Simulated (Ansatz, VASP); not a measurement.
Sr in VASP and in Ansatz

INCAR

```
SYSTEM = Sr
  PREC = Accurate
  ENCUT = 520
  EDIFF = 1E-6
  ISMEAR = -1
  SIGMA = 0.1
  LREAL = .False.
  LASPH = .True.
  NELM = 80
  ALGO = Normal
  ISIF = 2
  LWAVE = .False.
  LCHARG = .False.
  GGA = RP
  NBANDS = 28
```

File KPOINTS:

```
regular mesh
0
Gamma
  10 10 3
  0 0 0
```

Contents of POSCAR:

```
Sr
1.0
    4.5229329890      0.0000000000      0.0000000000
   -2.2614664945      3.9169748681      0.0000000000
    0.0000000000      0.0000000000     14.8065045689
Sr
4
Direct
    1.0000000000      1.0000000000      0.0000000000
    1.0000000000      1.0000000000      0.5000000000
    0.3333333333      0.6666666667      0.2500000000
    0.6666666667      0.3333333333      0.7500000000
```

Input for Ansatz:

```yaml
crystal:
  lattice:
    - [4.522932989, 0.0, 0.0]
    - [-2.2614664945, 3.9169748681, 0.0]
    - [0.0, 0.0, 14.8065045689]
  atoms:
    - { symbol: Sr, position: [1.0, 1.0, 0.0] }
    - { symbol: Sr, position: [1.0, 1.0, 0.5] }
    - { symbol: Sr, position: [0.3333333333, 0.6666666667, 0.25] }
    - { symbol: Sr, position: [0.6666666667, 0.3333333333, 0.75] }
hamiltonian:
  xc: rpbe
  pseudopotentials:
    kind: paw
    azcp:
      Sr: "pseudopotentials/Sr.paw.azcp"
basis:
  ecutwfc: 420
  fft_grid_basis: typed
kpoints:
  mp_grid: { grid: [10, 10, 3], shift: [0, 0, 0] }
magnetization:
  spin_polarized: false
scf:
  occupations: { method: fermi_dirac, width: 0.1 }
  lower_state_search: "off"
output:
  stress: true
```

Alike in both runs: task single point; functional RPBE; k mesh 10 × 10 × 3; occupations fermi-dirac, width 0.1 eV; no spin polarisation.

|  | VASP | Ansatz |
| --- | --- | --- |
| version | VASP 6.6.1 | Ansatz 0.2.0 |
| potentials or method | VASP PAW PBE potentials, release 64 (Sr_sv), cutoff 520 eV | plane waves (420 eV) with PAW, scalar-relativistic |
| valence electrons in the cell | 40 | 40 |

```tsv
	VASP	Ansatz	Ansatz less VASP
pressure (GPa)	-1.0	-1.0	0.00
```

VASP's potentials were made for PBE, not for RPBE. The functional is the same, so the differences come from potentials, cutoffs and numerics.
